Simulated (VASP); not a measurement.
# Li16C (a cell with a defect) in VASP: single point with PBE+D3(BJ)

Aim: the single point of Li16C (a cell with a defect) with PBE+D3(BJ).

Everything below comes from runs of VASP 6.6.1. Logs are shortened: lines on timing, memory, paths and dates and some standing lists are left out, and cuts for length are marked.

## (1) The cell of the first run

The cell holds a defect, 17 atoms: a = 6.980 Å, b = 6.980 Å, c = 6.980 Å, α = 90.00°, β = 90.00°, γ = 90.00°.

## (2) Single point, PBE+D3(BJ)

The input, INCAR:

```
  PREC = Accurate
  ENCUT = 520
  EDIFF = 1E-6
  ISMEAR = -1
  SIGMA = 0.05
  LREAL = Auto
  LASPH = True
  NELM = 80
  ALGO = Normal
  ISIF = 2
  LWAVE = False
  LCHARG = False
  GGA = PE
  IVDW = 12
  NBANDS = 40
```

The input, KPOINTS:

```
regular mesh
0
Gamma
  4 4 4
```

The input, POSCAR:

```
Li16C
1.0
    6.9800000000      0.0000000000      0.0000000000
    0.0000000000      6.9800000000      0.0000000000
    0.0000000000      0.0000000000      6.9800000000
Li C
16 1
Direct
    0.0000406877     -0.0297160458      0.0331776504
    0.5001429799     -0.0301991404     -0.0234643266
    0.0000402579      0.5295338109      0.0331484241
    0.0001330946      0.0579352436      0.4030872493
    0.2797220630      0.2499756447      0.2169432665
    0.5001428367      0.5301362464     -0.0235510029
    0.5000465616      0.0373775072      0.5412790831
    0.7205570201      0.2499766476      0.2169776504
    0.0001339542      0.4420169054      0.4031914040
    0.2803053009      0.7499176218      0.2735303725
    0.1920641834      0.2499107450      0.8470412607
    0.5000462751      0.4625074499      0.5412961318
    0.7198030086      0.7499169054      0.2736637536
    0.8080481375      0.2499103152      0.8468763610
    0.2127438395      0.7499736390      0.7088160458
    0.7874534384      0.7499733524      0.7087826648
    0.0001300860      0.2499146132      0.1249984241
```

Potentials or basis: VASP PAW PBE potentials, release 64 (Li_sv, C).

Command:

```bash
$ cat potpaw_PBE.64/Li_sv/POTCAR potpaw_PBE.64/C/POTCAR > POTCAR
$ mpirun -np 1 vasp_std > vasp.out
```

OUTCAR:

```text
PREC = Accurate
   ENCUT = 520
   EDIFF = 1E-6
   ISMEAR = -1
   LREAL = Auto
   LASPH = True
   NELM = 80
   ISIF = 2
   GGA = PE
   IVDW = 12
 IVDW          = 12

 ion  position               nearest neighbor table
   1  0.000  0.970  0.033-  17 2.05
   2  0.500  0.970  0.977-
   3  0.000  0.530  0.033-  17 2.05
   4  0.000  0.058  0.403-
   5  0.280  0.250  0.217-  17 2.05
   6  0.500  0.530  0.976-
   7  0.500  0.037  0.541-
   8  0.721  0.250  0.217-  17 2.05
   9  0.000  0.442  0.403-
  10  0.280  0.750  0.274-
  11  0.192  0.250  0.847-
  12  0.500  0.463  0.541-
  13  0.720  0.750  0.274-
  14  0.808  0.250  0.847-
  15  0.213  0.750  0.709-
  16  0.787  0.750  0.709-
  17  0.000  0.250  0.125-   8 2.05   3 2.05   1 2.05   5 2.05

  LATTYP: Found a simple cubic cell.
 ALAT       =     6.9800000000

  Lattice vectors:

 A1 = (   6.9800000000,   0.0000000000,   0.0000000000)
 A2 = (   0.0000000000,   6.9800000000,   0.0000000000)
 A3 = (   0.0000000000,   0.0000000000,   6.9800000000)

Analysis of symmetry for initial positions (statically):
=====================================================================
 Subroutine PRICEL returns:
 Original cell was already a primitive cell.

 Routine SETGRP: Setting up the symmetry group for a
 simple cubic supercell.

 Subroutine GETGRP returns: Found  1 space group operations
 (whereof  1 operations were pure point group operations)
 out of a pool of 48 trial point group operations.

The static configuration has the point symmetry C_1 .

Analysis of symmetry for dynamics (positions and initial velocities):
=====================================================================
 Subroutine PRICEL returns:
 Original cell was already a primitive cell.

 Routine SETGRP: Setting up the symmetry group for a
 simple cubic supercell.

 Subroutine GETGRP returns: Found  1 space group operations
 (whereof  1 operations were pure point group operations)
 out of a pool of 48 trial point group operations.

The dynamic configuration has the point symmetry C_1 .

 Subroutine INISYM returns: Found  1 space group operations
 (whereof  1 operations are pure point group operations),
 and found     1 'primitive' translations

[... 123 lines left out ...]
   NELM   =     80;   NELMIN=  2; NELMDL= -5     # of ELM steps
   EDIFF  = 0.1E-05   stopping-criterion for ELM
   LREAL  =      T    real-space projection
   EDIFFG = 0.1E-04   stopping-criterion for IOM
   NSW    =      0    number of steps for IOM
   IBRION =     -1    ionic relax: 0-MD 1-quasi-New 2-CG
   NFREE  =      0    steps in history (QN), initial steepest desc. (CG)
   ISIF   =      2    stress and relaxation
   ISYM   =      2    0-nonsym 1-usesym 2-fastsym
   POTIM  = 0.5000    time-step for ionic-motion
   TEBEG  =    0.0;   TEEND  =   0.0 temperature during run
   PSTRESS=    0.0 pullay stress
   NELECT =      52.0000    total number of electrons
   NUPDOWN=      -1.0000    fix difference up-down
   EMIN   =  10.00;   EMAX   =-10.00  energy-range for DOS
   EFERMI =   0.00;   METHOD = LEGACY
   ISMEAR =    -1;   SIGMA  =   0.05  broadening in eV -4-tet -1-fermi 0-gaus
   EFERMI_NEDOS =   21; number of points for ismear=-14 and -15
   IALGO  =     38    algorithm
   IMIX   =      4    mixing-type and parameters
     AMIX     =   0.40;   BMIX     =  1.00
     AMIX_MAG =   1.60;   BMIX_MAG =  1.00
  volume/ion in A,a.u.               =      20.00       134.99
  Fermi-wavevector in a.u.,A,eV,Ry     =   0.875428  1.654319 10.427158  0.766374
  Thomas-Fermi vector in A             =   1.995098
   LORBIT       =      0    0 simple, 1 ext, 2 COOP (PROOUT), +10 PAW based schemes
   GGA     = PE    functional components
   LHFCALC =     F    Hartree Fock is set to
   AEXX    =    0.0000 exact exchange contribution
   IVDW    =    12    specifies the selected vdW correction
   LEPSILON=     F    determine dielectric tensor
   LRPA    =     F    only Hartree local field effects (RPA)
 non-spin polarized calculation
  energy-cutoff  :      520.00
  volume of cell :      340.07
 maximum number of plane-waves:      9183
 NGX is ok and might be reduce to    54
   NGX = 25   NGY = 25   NGZ = 25

 number of electron      51.9999989 magnetization

 Free energy of the ion-electron system (eV)
  ---------------------------------------------------
  ext. energy  EPLUGINS =         0.00000000
  ---------------------------------------------------
  free energy    TOTEN  =       -38.00241634 eV

  energy without entropy =      -37.95079784  energy(sigma->0) =      -37.97660709

 E-fermi :   0.4721     XC(G=0):  -7.0272

 val. band max:        0.4713748200   @ k =   0.5000   0.0000   0.5000
 cond. band min:       0.4733147748   @ k =   0.2500   0.0000   0.5000
 fundamental gap:      0.0019399548
 Fermi energy:         0.4720626344

 k-point     1 :       0.0000    0.0000    0.0000
  band No.  band energies     occupation
      1     -46.2283      2.00000
      2     -46.2211      2.00000
      3     -46.2202      2.00000
      4     -46.2197      2.00000
      5     -46.2183      2.00000
      6     -46.2129      2.00000
[... 973 lines left out ...]
     37       4.2198      0.00000
     38       4.4632      0.00000

 [... further k-points ...]

 [bands above 38 left out]

------------------------ aborting loop because EDIFF is reached ----------------------------------------

 Edisp (eV)   -2.74287

 E8    (eV) :    -1.1345

  FORCE on cell =-STRESS in cart. coord.  units (eV):
  Direction    XX          YY          ZZ          XY          YZ          ZX
  --------------------------------------------------------------------------------------
  -------------------------------------------------------------------------------------
  Total      -4.20500    -4.18418    -6.82831     0.00047    -0.00016    -0.00011
  in kB     -19.81117   -19.71308   -32.17046     0.00223    -0.00075    -0.00051
  external pressure =      -23.90 kB  Pullay stress =        0.00 kB

 VOLUME and BASIS-vectors are now :
 -----------------------------------------------------------------------------
  energy-cutoff  :      520.00
  volume of cell :      340.07
      direct lattice vectors                 reciprocal lattice vectors
     6.980000000  0.000000000  0.000000000     0.143266476  0.000000000  0.000000000
     0.000000000  6.980000000  0.000000000     0.000000000  0.143266476  0.000000000
     0.000000000  0.000000000  6.980000000     0.000000000  0.000000000  0.143266476

 POSITION                                       TOTAL-FORCE (eV/Angst)
 -----------------------------------------------------------------------------------
      0.00028      6.77258      0.23158         0.000545     -0.008392      0.005866
      3.49100      6.76921      6.81622         0.000310     -0.001821     -0.002137
      0.00028      3.69615      0.23138         0.000380      0.008196      0.005257
      0.00093      0.40439      2.81355         0.000349      0.009188      0.000052
      1.95246      1.74483      1.51426         0.004518      0.000241     -0.006313
      3.49100      3.70035      6.81561        -0.000059      0.001720     -0.001919
[... 9 lines left out ...]
      5.49643      5.23481      4.94730        -0.002677      0.000292     -0.001924
      0.00091      1.74440      0.87249         0.001709     -0.000697     -0.000645
 -----------------------------------------------------------------------------------
    total drift:                               -0.003515     -0.003006      0.006667

  FREE ENERGIE OF THE ION-ELECTRON SYSTEM (eV)
  ---------------------------------------------------
  free  energy   TOTEN  =       -40.7452910882 eV

  energy  without entropy=      -40.6936725877  energy(sigma->0) =      -40.71948184
```

It took 17 min on 1 thread of Oxide Virtual Turin-like, shared host; peak memory 0.5 GiB.

What came out:

| Property | Result |
| --- | --- |
| Free energy | -40.7453 eV |
| Largest force | 0.014 eV/Å |
| Band gap on the k mesh | zero (bands 26 and 27 overlap by 0.25 eV) |
| Dispersion energy per atom | -0.161 eV |

Forces on the atoms (eV/Å):
```
Li   0.001 -0.008  0.006
Li   0.000 -0.002 -0.002
Li   0.000  0.008  0.005
Li   0.000  0.009  0.000
Li   0.005  0.000 -0.006
Li   0.000  0.002 -0.002
Li   0.000 -0.005 -0.004
Li  -0.008  0.000 -0.007
Li   0.000 -0.009 -0.001
Li  -0.002  0.000  0.005
Li  -0.012  0.000  0.005
Li   0.000  0.005 -0.004
Li   0.002  0.001  0.004
Li   0.013  0.000  0.005
Li   0.002  0.000 -0.002
Li  -0.003  0.000 -0.002
C    0.002 -0.001 -0.001
```

Levels at points of the mesh, in eV from the Fermi level:
```csv
k point,band 24,band 25,band 26,band 27,band 28,band 29
"(0.00, 0.00, 0.00)",-0.41,-0.26,0.06,0.06,0.48,0.57
"(0.50, 0.00, 0.00)",-0.45,-0.42,-0.38,0.11,0.33,0.49
"(0.00, 0.50, 0.00)",-0.45,-0.42,-0.38,0.11,0.33,0.49
"(0.00, 0.00, 0.50)",-0.33,-0.33,-0.32,0.18,0.69,0.94
"(0.50, 0.50, 0.00)",-0.68,0.05,0.05,0.08,0.13,0.72
"(0.00, 0.50, 0.50)",-0.61,-0.10,0.00,0.16,0.41,0.50
"(0.50, 0.00, 0.50)",-0.61,-0.10,0.00,0.16,0.41,0.50
"(0.50, 0.50, 0.50)",-1.47,-0.18,-0.18,-0.06,0.83,2.22
```

Caveat: the cutoff is under 1.25 times the usual one of these potentials, so pressure, stress and relaxed cells hold a basis-set (Pulay) error.
